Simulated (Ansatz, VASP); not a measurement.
## Two plane-wave programs on Bi2Te2Pb5S6

Contents of INCAR:

```
SYSTEM = Bi2Te2Pb5S6
ALGO     = Normal         ! electronic algorithm
EDIFF    = 1E-8           ! SCF threshold, eV
ENCUT    = 520            ! plane-wave cutoff, eV
GGA      = PE             ! functional
ISIF     = 2              ! what is computed and relaxed
ISMEAR   = -1             ! smearing method
LASPH    = .TRUE.         ! aspherical terms in the spheres
LCHARG   = .FALSE.        ! write CHGCAR
LEFG     = .TRUE.       
LREAL    = Auto         
LWAVE    = .FALSE.        ! write WAVECAR
NBANDS   = 87             ! bands
NELM     = 80             ! most SCF steps
PREC     = Accurate       ! precision mode
SIGMA    = 0.02           ! smearing width, eV
```

KPOINTS

```
k-points
0
G
  8 8 1
  0 0 0
```

Contents of POSCAR:

```
Bi2Te2Pb5S6
1.0
    4.2428200417      0.0000000000      0.0000000000
   -2.1214100209      3.6743899398      0.0000000000
    0.0000000000      0.0000000000     27.3112300000
Bi Te Pb S
2 2 5 6
Direct
    0.0000000000      0.0000000000      0.1215700000
    0.0000000000      0.0000000000      0.8784300000
    0.3333333333      0.6666666667      0.9440700000
    0.6666666667      0.3333333333      0.0559300000
    0.3333333333      0.6666666667      0.7513800000
    0.6666666667      0.3333333333      0.2486200000
    0.3333333333      0.6666666667      0.3740700000
    0.6666666667      0.3333333333      0.6259300000
    0.0000000000      0.0000000000      0.5000000000
    0.3333333333      0.6666666667      0.1860900000
    0.6666666667      0.3333333333      0.8139100000
    0.0000000000      0.0000000000      0.3115000000
    0.0000000000      0.0000000000      0.6885000000
    0.3333333333      0.6666666667      0.5628800000
    0.6666666667      0.3333333333      0.4371200000
```

Input for Ansatz:

```yaml
crystal:
  lattice:
    - [4.2428200417, 0.0, 0.0]
    - [-2.1214100209, 3.6743899398, 0.0]
    - [0.0, 0.0, 27.31123]
  atoms:
    - { symbol: Bi, position: [0.0, 0.0, 0.12157] }
    - { symbol: Bi, position: [0.0, 0.0, 0.87843] }
    - { symbol: Te, position: [0.3333333333, 0.6666666667, 0.94407] }
    - { symbol: Te, position: [0.6666666667, 0.3333333333, 0.05593] }
    - { symbol: Pb, position: [0.3333333333, 0.6666666667, 0.75138] }
    - { symbol: Pb, position: [0.6666666667, 0.3333333333, 0.24862] }
    - { symbol: Pb, position: [0.3333333333, 0.6666666667, 0.37407] }
    - { symbol: Pb, position: [0.6666666667, 0.3333333333, 0.62593] }
    - { symbol: Pb, position: [0.0, 0.0, 0.5] }
    - { symbol: S, position: [0.3333333333, 0.6666666667, 0.18609] }
    - { symbol: S, position: [0.6666666667, 0.3333333333, 0.81391] }
    - { symbol: S, position: [0.0, 0.0, 0.3115] }
    - { symbol: S, position: [0.0, 0.0, 0.6885] }
    - { symbol: S, position: [0.3333333333, 0.6666666667, 0.56288] }
    - { symbol: S, position: [0.6666666667, 0.3333333333, 0.43712] }
kpoints:
  mp_grid: { grid: [8, 8, 1] }
scf:
  occupations: { method: fermi_dirac, width: 0.02 }
hamiltonian:
  xc: pbe
  pseudopotentials: { kind: paw }
output:
  forces: true
  stress: true
  populations: true
  efg:
    quadrupole_moments_barn: { Bi: -0.516, S: -0.0694 }
    contact_densities: true
  write_density: true
  write_potential: true
  elf: true
  volumetric_format: npy
```

Alike in both runs: task electric field gradients; functional PBE; k mesh 8 × 8 × 1; occupations fermi-dirac, width 0.02 eV; no spin polarisation.

|  | VASP | Ansatz |
| --- | --- | --- |
| version | VASP 6.6.1 | Ansatz 0.2.0 |
| potentials or method | VASP PAW PBE potentials, release 64 (Bi_d, Te, Pb_d, S) | plane-wave PAW, scalar-relativistic |
| plane-wave cutoff (eV) | 520 | 420 |
| valence electrons in the cell | 148 | 168 |

```tsv
	VASP	Ansatz	Ansatz less VASP
gap on the k mesh at the Fermi level (eV)	0.79	0.80	+0.008
pressure (GPa)	1.0	1.0	+0.06
traceless stress, the component that is largest in VASP (GPa)	0.05	0.04	-0.015
rms of the force components (eV/Å)	0.023	0.018	-0.0049
size of Vzz on the site where it differs most (V/Å²)	0.5	5.4	+4.86
```

Atom by atom the forces differ by 0.006 eV/Å (rms over components). VASP's potentials hold 148 valence electrons a cell and Ansatz's 168, so a difference there can come from the potentials and not from the codes.

Neither program's run includes spin-orbit coupling.
